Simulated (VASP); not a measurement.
Set up this calculation in VASP 6.6.1, as the native input.

| Item | Value |
| --- | --- |
| Task | single point |
| Functional | PBE |
| Potentials or basis | VASP PAW PBE potentials, release 64 (Ni) |
| Cutoff | 520 eV |
| k mesh | 12 × 12 × 12 |
| Occupations | fermi-dirac, width 0.1 eV |
| Spin | collinear spin, ferromagnetic start |
| Starting moments | [2.0] μB |
| Dipole correction | no |
| Further INCAR settings | ALGO = Normal; EDIFF = 1e-06; NBANDS = 15 |

The structure of Ni lies in POSCAR:

```
Ni
1.0
    0.0000000000      1.7668500000      1.7668500000
    1.7668500000      0.0000000000      1.7668500000
    1.7668500000      1.7668500000      0.0000000000
Ni
1
Direct
    0.0000000000      0.0000000000      0.0000000000
```

The input as run:

INCAR

```
  ALGO = Normal
  EDIFF = 1E-6
  ENCUT = 520
  GGA = PE
  ISIF = 2
  ISMEAR = -1
  ISPIN = 2
  LASPH = T
  LCHARG = F
  LMAXMIX = 4
  LORBIT = 11
  LREAL = F
  LWAVE = F
  MAGMOM = 2
  NBANDS = 15
  NELM = 150
  PREC = Accurate
  SIGMA = 0.1
```

KPOINTS

```
k-points
0
Gamma
  12 12 12
```

Potentials or basis: VASP PAW PBE potentials, release 64 (Ni).

Command:

```console
$ cat potpaw_PBE.64/Ni/POTCAR > POTCAR
$ mpirun -np 1 vasp_std > vasp.out
```

It gave:

The pressure is -2.0 GPa, the net moment is 0.64 μB per cell and the site moments are Ni +0.65 μB. The valence electrons inside the program's atomic spheres are Ni 9.29.

It took 22 s on 1 thread of Intel(R) Xeon(R) Platinum 8259CL CPU @ 2.50GHz (Skylake/Cascade Lake) (shared host), peak memory 0.14 GiB.
